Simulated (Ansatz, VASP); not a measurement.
FeO in VASP and in Ansatz

Contents of INCAR:

```
ALGO = Normal ; EDIFF = 1E-6
ENCUT = 520 ; GGA = PS
ISIF = 2 ; ISMEAR = -1
ISPIN = 2 ; LASPH = True
LCHARG = False ; LMAXMIX = 4
LORBIT = 11 ; LREAL = False
LWAVE = False ; MAGMOM = 3 0
NBANDS = 18 ; NELM = 150
PREC = Accurate ; SIGMA = 0.05
```

The input KPOINTS:

```
k-points
0
Gamma
  11 11 11
```

POSCAR

```
FeO
1.0
    1.5188209023      0.8768916568      2.4691857389
   -1.5188209023      0.8768916568      2.4691857389
    0.0000000000     -1.7537833136      2.4691857389
Fe O
1 1
Direct
    0.0000000000      0.0000000000      0.0000000000
    0.5000000000      0.5000000000      0.5000000000
```

The input input.yaml:

```yaml
crystal:
  lattice:
    - [1.5188209023, 0.8768916568, 2.4691857389]
    - [-1.5188209023, 0.8768916568, 2.4691857389]
    - [0.0, -1.7537833136, 2.4691857389]
  atoms:
    - { symbol: Fe, position: [0.0, 0.0, 0.0], spin: 3.0 }
    - { symbol: O, position: [0.5, 0.5, 0.5] }
kpoints:
  mp_grid: { grid: [11, 11, 11] }
  band_path:
    path:
      - [0.0, 0.0, 0.0]
      - [0.5, 0.0, 0.0]
      - [0.5, 0.2507467429, -0.2507467429]
    npoints: 10
scf:
  occupations: { method: fermi_dirac, width: 0.05 }
hamiltonian:
  xc: pbesol
  pseudopotentials: { kind: all_electron, lapw: { basis_error: 0.001 } }
magnetization:
  spin_polarized: true
output:
  forces: true
  stress: true
  eigenvalues: true
```

Change from the starting cell: strain_z = -0.02.

Alike in both runs: functional PBEsol; k mesh 11 × 11 × 11; occupations fermi-dirac, width 0.05 eV; collinear spin.

|  | VASP | Ansatz |
| --- | --- | --- |
| version | VASP 6.6.1 | Ansatz 0.2.0 |
| potentials or method | VASP PAW PBE potentials, release 64 (Fe, O), cutoff 520 eV | all-electron LAPW, scalar-relativistic |
| task | single point | band structure |

```csv
,VASP,Ansatz,Ansatz less VASP
gap on the k mesh at the Fermi level (eV),none,none,-
pressure (GPa),-5.7,-6.0,-0.32
"traceless stress, the component that is largest in VASP (GPa)",0.19,0.18,-0.005
net moment per atom (μB),2.00,2.00,0.000
size of the moment on the site where the two differ most (μB),0.31,0.33,+0.022
```

VASP's potentials were made for PBE, not for PBEsol. Site moments also hang on the region over which each program counts them. A gap of «none» marks a metal or a gap that the smearing closes. Ansatz ran all-electron here, and VASP with PAW potentials.
